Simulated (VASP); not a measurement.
# CdF2 (Fm-3m) in VASP: notebook, part 2 of 2

VASP 6.6.1.

## (4) Single point, r2SCAN

Input file POSCAR:

```
CdF2
1.0
    0.0000000000      2.6940984906      2.6940984906
    2.6940984906      0.0000000000      2.6940984906
    2.6940984906      2.6940984906      0.0000000000
Cd F
1 2
Direct
    0.0000000000      0.0000000000      0.0000000000
    0.2500000000      0.2500000000      0.2500000000
    0.7500000000      0.7500000000      0.7500000000
```

Input file INCAR.step1:

```
  PREC = Accurate
  ENCUT = 770
  ISMEAR = 0
  SIGMA = 0.05
  LREAL = False
  LASPH = True
  NELM = 120
  NBANDS = 24
  GGA = PE
  ALGO = Normal
  EDIFF = 1E-5
  LWAVE = True
  LCHARG = False
  GGA_COMPAT = False
```

Input file INCAR.step2:

```
  PREC = Accurate
  ENCUT = 770
  EDIFF = 1E-6
  ISMEAR = 0
  SIGMA = 0.05
  LREAL = False
  LASPH = True
  NELM = 120
  ALGO = Normal
  ISIF = 2
  LWAVE = False
  LCHARG = True
  METAGGA = R2SCAN
  LMIXTAU = True
  LELF = True
  LVHAR = True
  NBANDS = 24
  ISTART = 1
  GGA_COMPAT = False
```

Input file KPOINTS:

```
regular mesh
0
Gamma
  8 8 8
```

Potentials or basis: VASP PAW PBE potentials, release 64 (Cd_sv_GW, F).

Command:

```
$ cat potpaw_PBE.64/Cd_sv_GW/POTCAR potpaw_PBE.64/F/POTCAR > POTCAR
$ cp INCAR.step1 INCAR
$ mpirun -np 1 vasp_std > vasp.out
$ cp INCAR.step2 INCAR
$ mpirun -np 1 vasp_std > vasp.out
```

OUTCAR:

```text
PREC = Accurate
   ENCUT = 770
   EDIFF = 1E-6
   ISMEAR = 0
   LREAL = False
   LASPH = True
   NELM = 120
   ISIF = 2
   METAGGA = R2SCAN
   ISTART = 1

 ion  position               nearest neighbor table
   1  0.000  0.000  0.000-
   2  0.250  0.250  0.250-
   3  0.750  0.750  0.750-

  LATTYP: Found a face centered cubic cell.
 ALAT       =     5.3881969812

  Lattice vectors:
[... 836 lines left out ...]

 [... further k-points ...]

------------------------ aborting loop because EDIFF is reached ----------------------------------------

  FORCE on cell =-STRESS in cart. coord.  units (eV):
  Direction    XX          YY          ZZ          XY          YZ          ZX
  --------------------------------------------------------------------------------------
  -------------------------------------------------------------------------------------
  Total       -0.0987504     -0.0987504     -0.0987504      0.0000000     -0.0000000      0.0000000
  in kB       -4.0455621     -4.0455621     -4.0455621      0.0000000     -0.0000000      0.0000000
  external PRESSURE =      -4.0455621 kB  Pullay stress =       0.0000000 kB

 VOLUME and BASIS-vectors are now :
 -----------------------------------------------------------------------------
  energy-cutoff  :      770.00
  volume of cell :       39.11
      direct lattice vectors                 reciprocal lattice vectors
     0.000000000  2.694098491  2.694098491    -0.185590839  0.185590839  0.185590839
     2.694098491  0.000000000  2.694098491     0.185590839 -0.185590839  0.185590839
     2.694098491  2.694098491  0.000000000     0.185590839  0.185590839 -0.185590839

 POSITION                                       TOTAL-FORCE (eV/Angst)
 -----------------------------------------------------------------------------------
      0.00000      0.00000      0.00000        -0.000000     -0.000000      0.000000
      1.34705      1.34705      1.34705        -0.000000     -0.000000      0.000000
      4.04115      4.04115      4.04115         0.000000      0.000000     -0.000000
 -----------------------------------------------------------------------------------
    total drift:                               -0.000000      0.000000      0.000000

  FREE ENERGIE OF THE ION-ELECTRON SYSTEM (eV)
  ---------------------------------------------------
  free  energy   TOTEN  =       -33.8455400937 eV

  energy  without entropy=      -33.8455400937  energy(sigma->0) =      -33.84554009
```

OUTCAR.step1:

```text
PREC = Accurate
   ENCUT = 770
   ISMEAR = 0
   LREAL = False
   LASPH = True
[... 873 lines left out ...]
      0.00000      0.00000      0.00000         0.000000     -0.000000     -0.000000
      1.34705      1.34705      1.34705        -0.000000     -0.000000     -0.000000
      4.04115      4.04115      4.04115         0.000000      0.000000      0.000000
 -----------------------------------------------------------------------------------
    total drift:                               -0.000000      0.000000      0.000000

  FREE ENERGIE OF THE ION-ELECTRON SYSTEM (eV)
  ---------------------------------------------------
  free  energy   TOTEN  =       -10.9829696096 eV

  energy  without entropy=      -10.9829696096  energy(sigma->0) =      -10.98296961
```

Run time: 2.2 min. Hardware: 1 thread of Intel Xeon Platinum 8488C (Sapphire Rapids), shared host; peak memory 0.25 GiB.

Results:

- Free energy: -33.8455 eV
- Pressure: -0.4 GPa
- Band gap on the k mesh: 3.79 eV (least direct gap 4.31 eV)

Levels at points of the mesh, in eV from the valence-band top:
```tsv
k point	band 13	band 14	band 15	band 16	band 17	band 18	band 19	band 20	band 21	band 22
(0.00, 0.00, 0.00)	-0.99	-0.99	-0.52	-0.52	-0.52	3.79	13.61	13.61	13.61	17.95
(0.50, 0.00, 0.00)	-2.28	-1.85	-1.85	-0.41	-0.41	8.02	9.70	15.61	15.61	18.99
(0.50, 0.50, 0.00)	-2.96	-2.96	-0.52	-0.09	-0.09	8.91	10.58	12.21	15.30	15.30
```

Caveat: the PAW data sets were made with another functional, which shifts forces and pressure a little. A k mesh can miss the band edges.

## (5) The runs side by side

```tsv
level	spin	gap on the mesh (eV)	pressure (GPa)
r2SCAN+D3(BJ)	off	3.79	-1.4
r2SCAN	collinear	3.79	-0.4
r2SCAN	off	3.79	-0.4
```

Alike in all rows: task single point; potentials or basis VASP PAW PBE potentials, release 64 (Cd_sv_GW, F); cell as given; k mesh 8 × 8 × 8; cutoff (eV) 770; smearing gaussian 0.05 eV.

On the cell as given the gap runs from 3.79 eV (r2SCAN) to 3.79 eV (r2SCAN+D3(BJ)). The pressure there spans -1.4 GPa (r2SCAN+D3(BJ)) to -0.4 GPa (r2SCAN); a positive pressure means that this level wants a larger cell, a negative one a smaller.

Caveats: the PAW data sets were made with another functional, which shifts forces and pressure a little.

Total energies depend on the potentials used, so only differences within one code and one set of settings carry meaning.
